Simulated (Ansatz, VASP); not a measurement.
Bi2S3: VASP beside Ansatz

```
CELL_PARAMETERS angstrom
10.63400 0.00000 0.00000
0.00000 3.84230 0.00000
0.00000 0.00000 10.46300
ATOMIC_POSITIONS crystal
Bi 0.99053 0.25000 0.67782
Bi 0.50947 0.75000 0.17782
Bi 0.49053 0.25000 0.82218
Bi 0.00947 0.75000 0.32218
Bi 0.32041 0.25000 0.47266
Bi 0.17959 0.75000 0.97266
Bi 0.82041 0.25000 0.02734
Bi 0.67959 0.75000 0.52734
S 0.05177 0.25000 0.12825
S 0.44823 0.75000 0.62825
S 0.55177 0.25000 0.37175
S 0.94823 0.75000 0.87175
S 0.37474 0.25000 0.05977
S 0.12526 0.75000 0.55977
S 0.87474 0.25000 0.44023
S 0.62526 0.75000 0.94023
S 0.22343 0.25000 0.79515
S 0.27657 0.75000 0.29515
S 0.72343 0.25000 0.70485
S 0.77657 0.75000 0.20485
```

Alike in both runs: functional PBE; k mesh 3 × 7 × 3; occupations fermi-dirac, width 0.02 eV; no spin polarisation.

Ansatz relaxed the structure, and its values are those at the end. VASP's run is a single point on that final structure, the one shown.

|  | VASP | Ansatz |
| --- | --- | --- |
| version | VASP 6.6.1 | Ansatz 0.2.0 |
| potentials or method | VASP PAW PBE potentials, release 64 (Bi_d, S) | plane-wave PAW, scalar-relativistic |
| plane-wave cutoff (eV) | 520 | 420 |
| valence electrons in the cell | 192 | 192 |

VASP gave:

```
gap on the k mesh at the Fermi level (eV) : 0.95
pressure (GPa)                            : 11.8
rms of the force components (eV/Å)        : 0.007
```

Q: What did Ansatz give for the same quantities?

A: gap on the k mesh at the Fermi level (eV): 0.95; pressure (GPa): 11.8; rms of the force components (eV/Å): 0.006.

Ansatz's warnings: stress scf threshold loose.

Spin-orbit coupling is off throughout.
